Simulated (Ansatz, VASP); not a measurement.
NaI: VASP beside Ansatz

```
Na I
1.0
     0.00000    3.22972    3.22972
     3.39121    0.00000    3.22972
     3.39121    3.22972    0.00000
Na I
1 1
Direct
  0.00000 0.00000 0.00000
  0.50000 0.50000 0.50000
```

Change from the starting cell: uniaxial_x strain +5.0%.

Alike in both runs: task single point; functional r2SCAN; k mesh 8 × 8 × 8; no spin polarisation.

```csv
,VASP,Ansatz
version,VASP 6.6.1,Ansatz 0.2.0
potentials or method,"VASP PAW PBE potentials, release 64 (Na_pv, I)","plane waves, PAW"
plane-wave cutoff (eV),520,500
occupations,"gaussian, width 0.01 eV",fixed
valence electrons in the cell,14,26
```

|  | VASP | Ansatz | Ansatz less VASP |
| --- | --- | --- | --- |
| gap on the k mesh at the Fermi level (eV) | 4.29 | 4.28 | -0.008 |
| pressure (GPa) | -0.7 | -0.7 | +0.04 |
| traceless stress, the component that is largest in VASP (GPa) | -0.61 | -0.62 | -0.009 |

VASP's potentials were made for PBE, not for r2SCAN. VASP's potentials hold 14 valence electrons a cell and Ansatz's 26, so a difference there can come from the potentials and not from the codes.

Neither program's run includes spin-orbit coupling.
